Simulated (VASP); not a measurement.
Crystal: Si2Ni.

```
Ni Si
1.0
     0.00000    2.73857    2.73857
     2.73857    0.00000    2.73857
     2.73857    2.73857    0.00000
Ni Si
1 2
Direct
  0.00000 0.00000 0.00000
  0.75000 0.75000 0.75000
  0.25000 0.25000 0.25000
```

Base run:

```yaml
Program: VASP 6.6.1
Functional: r2SCAN
Potentials_or_basis: VASP PAW PBE potentials, release 64 (Ni, Si)
Cutoff: 520 eV
k_mesh: 9 × 9 × 9
Occupations: fermi-dirac, width 0.05 eV
Spin: collinear spin, ferromagnetic start
Starting_moments: "[1.0, 0.0, 0.0] μB"
```

Its results: band gap on the k mesh zero (filled and empty bands overlap); pressure -6.8 GPa; net moment 0.00 μB per cell.

Task: The run is repeated on the same cell with these changes: functional from r2SCAN to PBEsol. What comes out?

Result: Band gap on the k mesh zero (filled and empty bands overlap); pressure -6.3 GPa; net moment 0.00 μB per cell.

Caveats: the PAW data sets were made with another functional, which shifts forces and pressure a little.
